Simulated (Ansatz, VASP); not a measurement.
# AlAs: VASP beside Ansatz

```xyz
2
Lattice="0.0000 2.8389 2.8389 2.8389 0.0000 2.8389 2.8389 2.8389 0.0000" Properties=species:S:1:pos:R:3 pbc="T T T"
Al    0.0000    0.0000    0.0000
As    1.4195    1.4195    1.4195
```

Alike in both runs: task single point; functional r2SCAN; k mesh 8 × 8 × 8; no spin polarisation.

|  | VASP | Ansatz |
| --- | --- | --- |
| version | VASP 6.6.1 | Ansatz 0.2.0 |
| potentials or method | VASP PAW PBE potentials, release 64 (Al, As) | plane waves, PAW |
| plane-wave cutoff (eV) | 550 | 500 |
| occupations | gaussian, width 0.01 eV | fixed |
| valence electrons in the cell | 8 | 18 |

```tsv
	VASP	Ansatz	Ansatz less VASP
gap on the k mesh at the Fermi level (eV)	1.81	1.81	+0.009
pressure (GPa)	0.0	0.0	+0.04
```

VASP's potentials were made for PBE, not for r2SCAN. VASP's potentials hold 8 valence electrons a cell and Ansatz's 18, so a difference there can come from the potentials and not from the codes.
